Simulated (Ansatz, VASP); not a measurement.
TlGa2 in VASP and in Ansatz

INCAR

```
SYSTEM = TlGa2
PREC     = Accurate       ! precision mode
ENCUT    = 520            ! plane-wave cutoff, eV
EDIFF    = 1E-6           ! SCF threshold, eV
ISMEAR   = -1             ! smearing method
SIGMA    = 0.05           ! smearing width, eV
LREAL    = .False.        ! projectors in reciprocal space
LASPH    = .True.         ! aspherical terms in the spheres
NELM     = 60             ! most SCF steps
ALGO     = Normal         ! electronic algorithm
ISIF     = 2              ! what is computed and relaxed
LWAVE    = .False.        ! write WAVECAR
LCHARG   = .False.        ! write CHGCAR
GGA      = PS             ! functional
NBANDS   = 48             ! bands
```

KPOINTS

```
regular mesh
0
Gamma
  7 7 7
  0 0 0
```

File POSCAR:

```
TlGa2
1.0
    0.0000000000      4.0251745584      4.0251745584
    4.0251745584      0.0000000000      4.0251745584
    4.0251745584      4.0251745584      0.0000000000
Tl Ga
2 4
Direct
    0.1250000000      0.1250000000      0.1250000000
   -0.1250000000     -0.1250000000     -0.1250000000
    0.5000000000      0.5000000000      0.5000000000
    0.5000000000      0.5000000000      0.0000000000
    0.5000000000      0.0000000000      0.5000000000
    0.0000000000      0.5000000000      0.5000000000
```

Input for Ansatz:

```yaml
crystal:
  lattice:
    - [0.0, 4.0251745584, 4.0251745584]
    - [4.0251745584, 0.0, 4.0251745584]
    - [4.0251745584, 4.0251745584, 0.0]
  atoms:
    - { symbol: Tl, position: [0.125, 0.125, 0.125] }
    - { symbol: Tl, position: [-0.125, -0.125, -0.125] }
    - { symbol: Ga, position: [0.5, 0.5, 0.5] }
    - { symbol: Ga, position: [0.5, 0.5, 0.0] }
    - { symbol: Ga, position: [0.5, 0.0, 0.5] }
    - { symbol: Ga, position: [0.0, 0.5, 0.5] }
kpoints:
  mp_grid: { grid: [7, 7, 7] }
  band_path:
    path:
      - [0.0, 0.0, 0.0]
      - [0.5, 0.0, 0.5]
      - [0.625, 0.25, 0.625]
      - [0.375, 0.375, 0.75]
      - [0.0, 0.0, 0.0]
      - [0.5, 0.5, 0.5]
      - [0.5, 0.25, 0.75]
      - [0.5, 0.0, 0.5]
    npoints: 14
scf:
  occupations: { method: fermi_dirac, width: 0.05 }
hamiltonian:
  xc: pbesol
  pseudopotentials: { kind: all_electron, lapw: { basis_error: 0.001 } }
output:
  forces: true
  stress: true
  eigenvalues: true
  populations: true
  dos: { projected: true, de: 0.2, e_range: [-14, 8] }
```

Alike in both runs: task single point; functional PBEsol; k mesh 7 × 7 × 7; occupations fermi-dirac, width 0.05 eV; no spin polarisation.

|  | VASP | Ansatz |
| --- | --- | --- |
| version | VASP 6.6.1 | Ansatz 0.2.0 |
| potentials or method | VASP PAW PBE potentials, release 64 (Tl_d, Ga_d), cutoff 520 eV | all-electron LAPW, scalar-relativistic |

|  | VASP | Ansatz | Ansatz less VASP |
| --- | --- | --- | --- |
| pressure (GPa) | 0.0 | 0.0 | 0.00 |

VASP's potentials were made for PBE, not for PBEsol. Ansatz ran all-electron here, and VASP with PAW potentials.

Spin-orbit coupling is off throughout.
